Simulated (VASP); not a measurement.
# Ta (Im-3m) in VASP: further runs

Runs on Ta. Level: PBE. Tasks: single point.

Everything below comes from runs of VASP 6.6.1. Logs are shortened: lines on timing, memory, paths and dates and some standing lists are left out, and cuts for length are marked.

### Step 1. The cell of the first run

Symmetry: Im-3m, No. 229, cubic system. The conventional cell has a = 3.235 Å, b = 3.235 Å, c = 3.235 Å, α = 90.00°, β = 90.00°, γ = 90.00°. Within 3.7 Å of Ta (site symmetry m-3m) lie 14 Ta at 2.80 to 3.24 Å.

### Step 2. Single point, PBE

File INCAR:

```
SYSTEM = Ta
PREC = Accurate
ENCUT = 520
EDIFF = 1E-6
ISMEAR = -1
SIGMA = 0.05
LREAL = .FALSE.
LASPH = .TRUE.
NELM = 60
ALGO = Fast
ISIF = 2
LWAVE = .FALSE.
LCHARG = .FALSE.
GGA = PE
NBANDS = 12
```

File KPOINTS:

```
regular mesh
0
G
  11 11 11
  0 0 0
```

File POSCAR:

```
Ta
1.0
   -1.6175709496      1.6175709496      1.6175709496
    1.6175709496     -1.6175709496      1.6175709496
    1.6175709496      1.6175709496     -1.6175709496
Ta
1
Direct
    0.0000000000      0.0000000000      0.0000000000
```

Potentials or basis: VASP PAW PBE potentials, release 64 (Ta_pv).

Started as:

```bash
> cat potpaw_PBE.64/Ta_pv/POTCAR > POTCAR
> mpirun -np 1 vasp_std > vasp.out
```

OUTCAR:

```text
SYSTEM = Ta
   PREC = Accurate
   ENCUT = 520
   EDIFF = 1E-6
   ISMEAR = -1
   LREAL = .FALSE.
   LASPH = .TRUE.
   NELM = 60
   ISIF = 2
   GGA = PE

 ion  position               nearest neighbor table
   1  0.000  0.000  0.000-

  LATTYP: Found a body centered cubic cell.
 ALAT       =     3.2351418992

  Lattice vectors:

 A1 = (  -1.6175709496,   1.6175709496,   1.6175709496)
 A2 = (   1.6175709496,  -1.6175709496,   1.6175709496)
 A3 = (   1.6175709496,   1.6175709496,  -1.6175709496)

Analysis of symmetry for initial positions (statically):
=====================================================================
 Subroutine PRICEL returns:
 Original cell was already a primitive cell.

 Routine SETGRP: Setting up the symmetry group for a
 body centered cubic supercell.

 Subroutine GETGRP returns: Found 48 space group operations
 (whereof 48 operations were pure point group operations)
 out of a pool of 48 trial point group operations.

The static configuration has the point symmetry O_h .

Analysis of symmetry for dynamics (positions and initial velocities):
=====================================================================
 Subroutine PRICEL returns:
 Original cell was already a primitive cell.

 Routine SETGRP: Setting up the symmetry group for a
 body centered cubic supercell.

 Subroutine GETGRP returns: Found 48 space group operations
 (whereof 48 operations were pure point group operations)
 out of a pool of 48 trial point group operations.

The dynamic configuration has the point symmetry O_h .

 Subroutine INISYM returns: Found 48 space group operations
 (whereof 48 operations are pure point group operations),
 and found     1 'primitive' translations

----------------------------------------------------------------------------------------

                                     Primitive cell

  volume of cell :      16.9297

  direct lattice vectors                    reciprocal lattice vectors
    -1.617570950  1.617570950  1.617570950     0.000000000  0.309105452  0.309105452
     1.617570950 -1.617570950  1.617570950     0.309105452  0.000000000  0.309105452
     1.617570950  1.617570950 -1.617570950     0.309105452  0.309105452  0.000000000

  length of vectors
     2.801715070  2.801715070  2.801715070     0.437141123  0.437141123  0.437141123

  position of ions in fractional coordinates (direct lattice)
     0.000000000  0.000000000  0.000000000

  ion indices of the primitive-cell ions
[... 75 lines left out ...]
   LREAL  =      F    real-space projection
   EDIFFG = 0.1E-04   stopping-criterion for IOM
   NSW    =      0    number of steps for IOM
   IBRION =     -1    ionic relax: 0-MD 1-quasi-New 2-CG
   NFREE  =      0    steps in history (QN), initial steepest desc. (CG)
   ISIF   =      2    stress and relaxation
   ISYM   =      2    0-nonsym 1-usesym 2-fastsym
   POTIM  = 0.5000    time-step for ionic-motion
   TEBEG  =    0.0;   TEEND  =   0.0 temperature during run
   PSTRESS=    0.0 pullay stress
   NELECT =      11.0000    total number of electrons
   NUPDOWN=      -1.0000    fix difference up-down
   EMIN   =  10.00;   EMAX   =-10.00  energy-range for DOS
   EFERMI =   0.00;   METHOD = LEGACY
   ISMEAR =    -1;   SIGMA  =   0.05  broadening in eV -4-tet -1-fermi 0-gaus
   EFERMI_NEDOS =   21; number of points for ismear=-14 and -15
   IALGO  =     68    algorithm
   IMIX   =      4    mixing-type and parameters
     AMIX     =   0.40;   BMIX     =  1.00
     AMIX_MAG =   1.60;   BMIX_MAG =  1.00
  volume/ion in A,a.u.               =      16.93       114.25
  Fermi-wavevector in a.u.,A,eV,Ry     =   1.417933  2.679505 27.354977  2.010534
  Thomas-Fermi vector in A             =   2.539111
   LORBIT       =      0    0 simple, 1 ext, 2 COOP (PROOUT), +10 PAW based schemes
   GGA     = PE    functional components
   LHFCALC =     F    Hartree Fock is set to
   AEXX    =    0.0000 exact exchange contribution
   IVDW    =     0    specifies the selected vdW correction
   LEPSILON=     F    determine dielectric tensor
   LRPA    =     F    only Hartree local field effects (RPA)
 non-spin polarized calculation
 RMM-DIIS sequential band-by-band and
  energy-cutoff  :      520.00
  volume of cell :       16.93
 maximum number of plane-waves:       470
 NGX is ok and might be reduce to    24
   NGX = 11   NGY = 11   NGZ = 11

 number of electron      10.9999998 magnetization

 Free energy of the ion-electron system (eV)
  ---------------------------------------------------
  ext. energy  EPLUGINS =         0.00000000
  ---------------------------------------------------
  free energy    TOTEN  =       -11.75298323 eV

  energy without entropy =      -11.74691455  energy(sigma->0) =      -11.74994889

 E-fermi :   5.9983     XC(G=0): -12.9385

 val. band max:        5.9262543569   @ k =  -0.4545  -0.4545   0.0909
 cond. band min:       6.0800058115   @ k =  -0.1818   0.2727   0.0909
 fundamental gap:      0.1537514546
 Fermi energy:         5.9983207980

 k-point     1 :       0.0000    0.0000    0.0000
  band No.  band energies     occupation
      1     -26.8247      2.00000
      2     -26.8247      2.00000
      3     -26.8247      2.00000
      4      -2.1492      2.00000
      5       6.7295      0.00000
      6       6.7295      0.00000
      7       6.7295      0.00000
      8      10.2270      0.00000
      9      10.2270      0.00000
     10      21.3051      0.00000
     11      21.3051      0.00000
     12      21.3051      0.00000
[... 331 lines left out ...]
 k-point    24 :       0.3636    0.1818    0.0909
  band No.  band energies     occupation
      1     -28.0101      2.00000
      2     -27.4789      2.00000
      3     -27.0638      2.00000
      4       3.0034      2.00000
      5       4.2779      2.00000
      6       6.1532      0.08634
      7      10.7348      0.00000
      8      11.3593      0.00000
      9      15.8993      0.00000
     10      16.8657      0.00000
     11      20.0191      0.00000
     12      22.0179      0.00000

 [... further k-points ...]
[... 5 lines left out ...]
  --------------------------------------------------------------------------------------
  -------------------------------------------------------------------------------------
  Total        1.8439627      1.8439627      1.8439627     -0.0000000     -0.0000000      0.0000000
  in kB      174.5069413    174.5069413    174.5069413     -0.0000000     -0.0000000      0.0000000
  external PRESSURE =     174.5069413 kB  Pullay stress =       0.0000000 kB

 VOLUME and BASIS-vectors are now :
 -----------------------------------------------------------------------------
  energy-cutoff  :      520.00
  volume of cell :       16.93
      direct lattice vectors                 reciprocal lattice vectors
    -1.617570950  1.617570950  1.617570950     0.000000000  0.309105452  0.309105452
     1.617570950 -1.617570950  1.617570950     0.309105452  0.000000000  0.309105452
     1.617570950  1.617570950 -1.617570950     0.309105452  0.309105452  0.000000000

 POSITION                                       TOTAL-FORCE (eV/Angst)
 -----------------------------------------------------------------------------------
      0.00000      0.00000      0.00000         0.000000     -0.000000      0.000000
 -----------------------------------------------------------------------------------
    total drift:                               -0.000000      0.000000     -0.000000

  FREE ENERGIE OF THE ION-ELECTRON SYSTEM (eV)
  ---------------------------------------------------
  free  energy   TOTEN  =       -11.7529832314 eV

  energy  without entropy=      -11.7469145517  energy(sigma->0) =      -11.74994889
```

It took 8.9 s on 1 thread of AMD EPYC 9R45 (Zen 5), shared host; peak memory 0.11 GiB.

What came out:

- Free energy: -11.7530 eV
- Pressure: 17.5 GPa

Caveat: spin-orbit coupling is left out, which moves the levels of the heavy elements.

### Step 3. Single point, PBE

This run uses another cell than the first one, of 18.01 Å³/atom, 1.064 times its volume.

File INCAR:

```
SYSTEM = Ta
PREC     = Accurate       ! precision mode
ENCUT    = 520            ! plane-wave cutoff, eV
EDIFF    = 1E-7           ! SCF threshold, eV
ISMEAR   = -1             ! smearing method
SIGMA    = 0.05           ! smearing width, eV
LREAL    = .False.        ! projectors in reciprocal space
LASPH    = .True.         ! aspherical terms in the spheres
NELM     = 60             ! most SCF steps
ALGO     = Normal         ! electronic algorithm
ISIF     = 2              ! what is computed and relaxed
LWAVE    = .False.        ! write WAVECAR
LCHARG   = .False.        ! write CHGCAR
GGA      = PE             ! functional
NBANDS   = 12             ! bands
```

File KPOINTS:

```
Automatic mesh
0
Gamma
  11 11 11
  0 0 0
```

File POSCAR:

```
Ta
1.0
   -1.6512800000      1.6512800000      1.6512800000
    1.6512800000     -1.6512800000      1.6512800000
    1.6512800000      1.6512800000     -1.6512800000
Ta
1
Direct
    0.0000000000      0.0000000000      0.0000000000
```

Potentials or basis: VASP PAW PBE potentials, release 64 (Ta_pv).

Started as:

```bash
> cat potpaw_PBE.64/Ta_pv/POTCAR > POTCAR
> mpirun -np 1 vasp_std > vasp.out
```

OUTCAR:

```text
SYSTEM = Ta
   PREC = Accurate
   ENCUT = 520
   EDIFF = 1E-7
   ISMEAR = -1
   LREAL = .False.
   LASPH = .True.
   NELM = 60
   ISIF = 2
   GGA = PE

 ion  position               nearest neighbor table
   1  0.000  0.000  0.000-

  LATTYP: Found a body centered cubic cell.
 ALAT       =     3.3025600000

  Lattice vectors:

 A1 = (  -1.6512800000,   1.6512800000,   1.6512800000)
 A2 = (   1.6512800000,  -1.6512800000,   1.6512800000)
 A3 = (   1.6512800000,   1.6512800000,  -1.6512800000)

Analysis of symmetry for initial positions (statically):
=====================================================================
 Subroutine PRICEL returns:
 Original cell was already a primitive cell.

 Routine SETGRP: Setting up the symmetry group for a
 body centered cubic supercell.

 Subroutine GETGRP returns: Found 48 space group operations
 (whereof 48 operations were pure point group operations)
 out of a pool of 48 trial point group operations.

The static configuration has the point symmetry O_h .

Analysis of symmetry for dynamics (positions and initial velocities):
=====================================================================
 Subroutine PRICEL returns:
 Original cell was already a primitive cell.

 Routine SETGRP: Setting up the symmetry group for a
 body centered cubic supercell.

 Subroutine GETGRP returns: Found 48 space group operations
 (whereof 48 operations were pure point group operations)
 out of a pool of 48 trial point group operations.

The dynamic configuration has the point symmetry O_h .

 Subroutine INISYM returns: Found 48 space group operations
 (whereof 48 operations are pure point group operations),
 and found     1 'primitive' translations

----------------------------------------------------------------------------------------

[... 109 lines left out ...]
     AMIX     =   0.40;   BMIX     =  1.00
     AMIX_MAG =   1.60;   BMIX_MAG =  1.00
  volume/ion in A,a.u.               =      18.01       121.54
  Fermi-wavevector in a.u.,A,eV,Ry     =   1.388988  2.624806 26.249534  1.929286
  Thomas-Fermi vector in A             =   2.513061
   LORBIT       =      0    0 simple, 1 ext, 2 COOP (PROOUT), +10 PAW based schemes
   GGA     = PE    functional components
   LHFCALC =     F    Hartree Fock is set to
   AEXX    =    0.0000 exact exchange contribution
   IVDW    =     0    specifies the selected vdW correction
   LEPSILON=     F    determine dielectric tensor
   LRPA    =     F    only Hartree local field effects (RPA)
 non-spin polarized calculation
  energy-cutoff  :      520.00
  volume of cell :       18.01
 maximum number of plane-waves:       494
 NGX is ok and might be reduce to    24
   NGX = 11   NGY = 11   NGZ = 11

 number of electron      11.0000002 magnetization

 Free energy of the ion-electron system (eV)
  ---------------------------------------------------
  ext. energy  EPLUGINS =         0.00000000
  ---------------------------------------------------
  free energy    TOTEN  =       -11.81852989 eV

  energy without entropy =      -11.81019697  energy(sigma->0) =      -11.81436343

 E-fermi :   5.4829     XC(G=0): -12.6177

 val. band max:        5.4228090330   @ k =   0.1818   0.0000   0.0000
 cond. band min:       5.5118884613   @ k =   0.3636   0.1818   0.0909
 fundamental gap:      0.0890794283
 Fermi energy:         5.4828906370

 k-point     1 :       0.0000    0.0000    0.0000
  band No.  band energies     occupation
      1     -27.5806      2.00000
      2     -27.5806      2.00000
      3     -27.5806      2.00000
      4      -2.4299      2.00000
      5       6.2238      0.00000
      6       6.2238      0.00000
      7       6.2238      0.00000
      8       9.4969      0.00000
      9       9.4969      0.00000
     10      20.1888      0.00000
     11      20.4977      0.00000
     12      20.4977      0.00000
[... 331 lines left out ...]
 k-point    24 :       0.3636    0.1818    0.0909
  band No.  band energies     occupation
      1     -28.5487      2.00000
      2     -28.1148      2.00000
      3     -27.7732      2.00000
      4       2.6584      2.00000
      5       3.9045      2.00000
      6       5.5119      0.71789
      7       9.9233      0.00000
      8      10.4967      0.00000
      9      14.5966      0.00000
     10      15.6110      0.00000
     11      18.8913      0.00000
     12      20.1937      0.00000

 [... further k-points ...]
[... 5 lines left out ...]
  --------------------------------------------------------------------------------------
  -------------------------------------------------------------------------------------
  Total        0.3036730      0.3036730      0.3036730     -0.0000000     -0.0000000      0.0000000
  in kB       27.0143573     27.0143573     27.0143573     -0.0000000     -0.0000000      0.0000000
  external PRESSURE =      27.0143573 kB  Pullay stress =       0.0000000 kB

 VOLUME and BASIS-vectors are now :
 -----------------------------------------------------------------------------
  energy-cutoff  :      520.00
  volume of cell :       18.01
      direct lattice vectors                 reciprocal lattice vectors
    -1.651280000  1.651280000  1.651280000     0.000000000  0.302795407  0.302795407
     1.651280000 -1.651280000  1.651280000     0.302795407  0.000000000  0.302795407
     1.651280000  1.651280000 -1.651280000     0.302795407  0.302795407  0.000000000

 POSITION                                       TOTAL-FORCE (eV/Angst)
 -----------------------------------------------------------------------------------
      0.00000      0.00000      0.00000         0.000000      0.000000      0.000000
 -----------------------------------------------------------------------------------
    total drift:                               -0.000000      0.000000      0.000000

  FREE ENERGIE OF THE ION-ELECTRON SYSTEM (eV)
  ---------------------------------------------------
  free  energy   TOTEN  =       -11.8185298943 eV

  energy  without entropy=      -11.8101969732  energy(sigma->0) =      -11.81436343
```

OSZICAR:

```text
N       E                     dE             d eps       ncg     rms          rms(c)
DAV:   1     0.615923793791E+02    0.61592E+02   -0.61957E+03  1344   0.875E+02
DAV:   2    -0.113178898667E+02   -0.72910E+02   -0.71205E+02  1492   0.248E+02
DAV:   3    -0.122737504382E+02   -0.95586E+00   -0.95041E+00  1620   0.268E+01
DAV:   4    -0.122761150890E+02   -0.23647E-02   -0.23643E-02  1464   0.149E+00
DAV:   5    -0.122761230527E+02   -0.79637E-05   -0.79637E-05  1644   0.829E-02    0.135E+01
DAV:   6    -0.119258005952E+02    0.35032E+00   -0.28461E-01  1568   0.574E+00    0.658E+00
DAV:   7    -0.118189607043E+02    0.10684E+00   -0.24183E-01  1552   0.502E+00    0.388E-01
DAV:   8    -0.118185171896E+02    0.44351E-03   -0.10371E-02  1476   0.675E-01    0.695E-02
DAV:   9    -0.118185369095E+02   -0.19720E-04   -0.36686E-05  1568   0.618E-02    0.257E-02
DAV:  10    -0.118185298927E+02    0.70168E-05   -0.32177E-06  1500   0.206E-02    0.445E-03
DAV:  11    -0.118185298943E+02   -0.16319E-08   -0.36339E-07  1480   0.643E-03
   1 F= -.11818530E+02 E0= -.11814363E+02  d E =-.833292E-02
```

Wall time 8.5 s (1 thread of AMD EPYC 9R45 (Zen 5), shared host); peak memory 0.11 GiB.

Results:

```
Free energy : -11.8185 eV
Pressure    : 2.7 GPa
```

Caveat: spin-orbit coupling is left out, which moves the levels of the heavy elements.

### Step 4. Single point, PBE

This run uses another cell than the first one, of 17.29 Å³/atom, 1.021 times its volume.

File INCAR:

```
PREC = Accurate
ENCUT = 520
EDIFF = 1E-7
ISMEAR = -1
SIGMA = 0.05
LREAL = False
LASPH = True
NELM = 80
ALGO = Normal
ISIF = 2
LWAVE = False
LCHARG = False
GGA = PE
NBANDS = 12
```

File KPOINTS:

```
Automatic mesh
0
Gamma
  11 11 11
```

File POSCAR:

```
Ta
1.0
   -1.6289626696      1.6289626696      1.6289626696
    1.6289626696     -1.6289626696      1.6289626696
    1.6289626696      1.6289626696     -1.6289626696
Ta
1
Direct
    0.0000000000      0.0000000000      0.0000000000
```

Started as:

```bash
> cat potpaw_PBE.64/Ta_pv/POTCAR > POTCAR
> mpirun -np 1 vasp_std > vasp.out
```

It took 9.1 s on 1 thread of AMD EPYC 9R45 (Zen 5), shared host; peak memory 0.11 GiB.

Results (log left out):

```
Free energy : -11.7860 eV
Pressure    : 12.0 GPa
```

Levels at points of the mesh, in eV from the Fermi level:
```tsv
k point	band 1	band 2	band 3	band 4	band 5	band 6	band 7	band 8	band 9	band 10
(0.00, 0.00, 0.00)	-32.91	-32.91	-32.91	-8.07	0.73	0.73	0.73	4.15	4.15	14.84
```

Caveat: spin-orbit coupling is left out, which moves the levels of the heavy elements.

(Continued in part 2 of 2.)
